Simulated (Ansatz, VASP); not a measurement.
HfH3F in VASP and in Ansatz

INCAR

```
PREC = Accurate
ENCUT = 600
EDIFF = 1E-7
ISMEAR = 0
SIGMA = 0.15
LREAL = False
LASPH = True
NELM = 120
ALGO = Normal
ISIF = 3
LWAVE = False
LCHARG = False
GGA = PE
IBRION = 2
NSW = 36
EDIFFG = -0.08
GGA_COMPAT = False
NELMIN = 4
```

KPOINTS

```
regular mesh
0
Gamma
  3 3 3
```

The input POSCAR:

```
HfH3F
1.0
    3.5457895500      0.0000000000      0.0000000000
    0.0000000000      3.5457895500      0.0000000000
    0.0000000000      0.0000000000      3.7737669400
Hf H F
1 3 1
Direct
    0.5000000000      0.5000000000      0.5382000200
    0.5000000000      0.5000000000      0.1130000000
    0.5000000000      0.0000000000      0.6150000100
    0.0000000000      0.5000000000      0.6150000100
    0.0000000000      0.0000000000      0.0000000000
```

Input for Ansatz:

```yaml
crystal:
  lattice:
    - [3.54578955, 0.0, 0.0]
    - [0.0, 3.54578955, 0.0]
    - [0.0, 0.0, 3.77376694]
  atoms:
    - { symbol: Hf, position: [0.5, 0.5, 0.53820002] }
    - { symbol: H, position: [0.5, 0.5, 0.113] }
    - { symbol: H, position: [0.5, 0.0, 0.61500001] }
    - { symbol: H, position: [0.0, 0.5, 0.61500001] }
    - { symbol: F, position: [0.0, 0.0, 0.0] }
basis:
  ecutwfc: 420
kpoints:
  mp_grid: { grid: [3, 3, 3] }
hamiltonian:
  xc: pbe
scf:
  occupations: { method: gaussian, width: 0.15 }
  lower_state_search: "off"
output:
  forces: true
  stress: true
  eigenvalues: true
relax:
  adjacent_minimum: "off"
  f_tol: 0.08
  max_steps: 16
  cell: { stress_tol: 0.8 }
```

Change from the starting cell: species swapped into the TiPbO3 type (P4mm, No. 99).

Alike in both runs: task relaxation of cell and atoms; functional PBE; k mesh 3 × 3 × 3; occupations gaussian, width 0.15 eV; no spin polarisation.

```csv
,VASP,Ansatz
version,VASP 6.6.1,Ansatz 0.2.0
potentials or method,"VASP PAW PBE potentials, release 64 (Hf_pv, H, F), cutoff 600 eV","scalar-relativistic, plane waves, PAW"
valence electrons in the cell,20,36
```

```csv
,VASP,Ansatz,Ansatz less VASP
"gap on the k mesh at the Fermi level, each at its own relaxed structure (eV)",3.34,3.34,+0.004
relaxed volume (Å³/atom),8.47,8.51,+0.040
relaxed cell length with the largest relative difference (Å),3.262,3.271,+0.0082
```

VASP's potentials hold 20 valence electrons a cell and Ansatz's 36, so a difference there can come from the potentials and not from the codes.

The k mesh is coarse, so the values compare programs but aren't converged. Spin-orbit coupling is off throughout.
